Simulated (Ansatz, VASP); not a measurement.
**Ag in VASP and in Ansatz**

File INCAR:

```
ALGO     = Normal         # electronic algorithm
EDIFF    = 1E-6           # SCF threshold, eV
ENCUT    = 520            # plane-wave cutoff, eV
GGA      = PS             # functional
ISIF     = 2              # what is computed and relaxed
ISMEAR   = -1             # smearing method
LASPH    = True           # aspherical terms in the spheres
LCHARG   = False          # write CHGCAR
LREAL    = False          # projectors in reciprocal space
LWAVE    = False          # write WAVECAR
NBANDS   = 12             # bands
NELM     = 100            # most SCF steps
PREC     = Accurate       # precision mode
SIGMA    = 0.05           # smearing width, eV
```

The input KPOINTS:

```
k-points
0
Gamma
  11 11 11
```

File POSCAR:

```
Ag
1.0
   -1.6556540000      1.6556540000      1.6556540000
    1.6556540000     -1.6556540000      1.6556540000
    1.6556540000      1.6556540000     -1.6556540000
Ag
1
Direct
    0.0000000000      0.0000000000      0.0000000000
```

The input input.yaml:

```yaml
crystal:
  lattice:
    - [-1.655654, 1.655654, 1.655654]
    - [1.655654, -1.655654, 1.655654]
    - [1.655654, 1.655654, -1.655654]
  atoms:
    - { symbol: Ag, position: [0.0, 0.0, 0.0] }
hamiltonian:
  xc: pbesol
  pseudopotentials: { kind: paw }
kpoints:
  mp_grid: { grid: [11, 11, 11] }
  band_path:
    path:
      - [[0.0, 0.0, 0.0], [0.5, -0.5, 0.5], [0.0, 0.0, 0.5], [0.0, 0.0, 0.0], [0.25, 0.25, 0.25], [0.5, -0.5, 0.5]]
      - [[0.25, 0.25, 0.25], [0.0, 0.0, 0.5]]
    npoints: 14
scf:
  occupations: { method: fermi_dirac, width: 0.05 }
  n_extra_bands: 6
output:
  forces: true
  stress: true
  eigenvalues: true
  fatbands: true
```

Alike in both runs: functional PBEsol; k mesh 11 × 11 × 11; occupations fermi-dirac, width 0.05 eV; no spin polarisation.

|  | VASP | Ansatz |
| --- | --- | --- |
| version | VASP 6.6.1 | Ansatz 0.2.0 |
| potentials or method | VASP PAW PBE potentials, release 64 (Ag) | Ansatz PAW |
| plane-wave cutoff (eV) | 520 | 420 |
| valence electrons in the cell | 11 | 19 |
| task | single point | band structure |

Ansatz gave:

* gap on the k mesh at the Fermi level (eV): none
* pressure (GPa): -7.3

Task: What did VASP give for the same quantities?

Result: gap on the k mesh at the Fermi level (eV): none; pressure (GPa): -7.4.

VASP's potentials were made for PBE, not for PBEsol. A gap of «none» marks a metal or a gap that the smearing closes. With one functional, cell and mesh, what is left measures potentials, basis and numerics. VASP's potentials hold 11 valence electrons a cell and Ansatz's 19, so a difference there can come from the potentials and not from the codes.
